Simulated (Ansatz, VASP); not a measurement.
**Two plane-wave programs on AlCu6**

File INCAR:

```
ALGO = Normal
EDIFF = 1E-6
ENCUT = 600
GGA = PE
GGA_COMPAT = F
ISIF = 2
ISMEAR = 0
LASPH = T
LCHARG = F
LREAL = F
LWAVE = F
NBANDS = 82
NELM = 120
PREC = Accurate
SIGMA = 0.1
```

KPOINTS

```
k-points
0
Gamma
  3 3 4
```

Contents of POSCAR:

```
AlCu6
1.0
    6.8450110894      0.0000000000      0.0000000000
   -3.4225055447      5.9279534926      0.0000000000
    0.0000000000      0.0000000000      4.2246909006
Al Cu
2 12
Direct
    0.6666666667      0.3333333333      0.7500000000
    0.3333333333      0.6666666667      0.2500000000
    0.3809149067      0.4753460211      0.7500000000
    0.9539685380      0.1907053197      0.7500000000
    0.5246539789      0.9055688855      0.7500000000
    0.2367367818      0.0460314620      0.7500000000
    0.0944311145      0.6190850933      0.7500000000
    0.8092946803      0.7632632182      0.7500000000
    0.9055688855      0.3809149067      0.2500000000
    0.7632632182      0.9539685380      0.2500000000
    0.4753460211      0.0944311145      0.2500000000
    0.1907053197      0.2367367818      0.2500000000
    0.0460314620      0.8092946803      0.2500000000
    0.6190850933      0.5246539789      0.2500000000
```

Input for Ansatz:

```yaml
crystal:
  lattice:
    - [6.8450110894, 0.0, 0.0]
    - [-3.4225055447, 5.9279534926, 0.0]
    - [0.0, 0.0, 4.2246909006]
  atoms:
    - { symbol: Al, position: [0.6666666667, 0.3333333333, 0.75] }
    - { symbol: Al, position: [0.3333333333, 0.6666666667, 0.25] }
    - { symbol: Cu, position: [0.3809149067, 0.4753460211, 0.75] }
    - { symbol: Cu, position: [0.953968538, 0.1907053197, 0.75] }
    - { symbol: Cu, position: [0.5246539789, 0.9055688855, 0.75] }
    - { symbol: Cu, position: [0.2367367818, 0.046031462, 0.75] }
    - { symbol: Cu, position: [0.0944311145, 0.6190850933, 0.75] }
    - { symbol: Cu, position: [0.8092946803, 0.7632632182, 0.75] }
    - { symbol: Cu, position: [0.9055688855, 0.3809149067, 0.25] }
    - { symbol: Cu, position: [0.7632632182, 0.953968538, 0.25] }
    - { symbol: Cu, position: [0.4753460211, 0.0944311145, 0.25] }
    - { symbol: Cu, position: [0.1907053197, 0.2367367818, 0.25] }
    - { symbol: Cu, position: [0.046031462, 0.8092946803, 0.25] }
    - { symbol: Cu, position: [0.6190850933, 0.5246539789, 0.25] }
basis:
  ecutwfc: 420
kpoints:
  mp_grid: { grid: [3, 3, 4] }
hamiltonian:
  xc: pbe
scf:
  occupations: { method: gaussian, width: 0.1 }
  lower_state_search: "off"
output:
  forces: true
  stress: true
  eigenvalues: true
```

Alike in both runs: task single point; functional PBE; k mesh 3 × 3 × 4; occupations gaussian, width 0.1 eV; no spin polarisation.

|  | VASP | Ansatz |
| --- | --- | --- |
| version | VASP 6.6.1 | Ansatz 0.2.0 |
| potentials or method | VASP PAW PBE potentials, release 64 (Al, Cu), cutoff 600 eV | scalar-relativistic, plane waves, PAW |
| valence electrons in the cell | 138 | 234 |

|  | VASP | Ansatz | Ansatz less VASP |
| --- | --- | --- | --- |
| gap on the k mesh at the Fermi level (eV) | none | none | - |
| pressure (GPa) | 0.4 | 0.1 | -0.35 |
| traceless stress, the component that is largest in VASP (GPa) | -0.19 | -0.15 | +0.038 |
| rms of the force components (eV/Å) | 0.009 | 0.009 | -0.0005 |

Atom by atom the forces differ by 0.002 eV/Å (rms over components). A gap of «none» marks a metal or a gap that the smearing closes. The functional is the same, so the differences come from potentials, cutoffs and numerics. VASP's potentials hold 138 valence electrons a cell and Ansatz's 234, so a difference there can come from the potentials and not from the codes.

The k mesh is coarse, so the values compare programs but aren't converged.
